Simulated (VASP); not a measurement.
PtS2, 3 atoms in the cell. The typed cell holds 3 atoms: a = 3.543 Å, b = 3.543 Å, c = 5.039 Å, α = 90.00°, β = 90.00°, γ = 120.00°.  This cell differs from its parent crystal: atom 2 (S) moved by (-0.100, -0.200) A along x and y.

* Program: VASP 6.6.1
* Task: single point
* Functional: PBE
* Potentials or basis: VASP PAW PBE potentials, release 64 (Pt, S)
* Cutoff: 520 eV
* k mesh: 12 × 12 × 8
* Occupations: gaussian, width 0.05 eV
* Spin: no spin polarisation
* Dipole correction: no
* Further INCAR settings: ALGO = Normal; EDIFF = 1e-07; NBANDS = 18

Potentials or basis: VASP PAW PBE potentials, release 64 (Pt, S).

Run with:

```bash
$ cat potpaw_PBE.64/Pt/POTCAR potpaw_PBE.64/S/POTCAR > POTCAR
$ mpirun -np 1 vasp_std > vasp.out
```

Hardware: 1 thread of Intel(R) Xeon(R) 6975P-C (Granite Rapids), with other jobs on the host.

Task: Estimate the wall time of this run.

Result: It took 4.1 min on 1 thread of Intel(R) Xeon(R) 6975P-C (Granite Rapids), on a shared host, peak memory 0.61 GiB. Counts: scf iterations 15, k points 580.
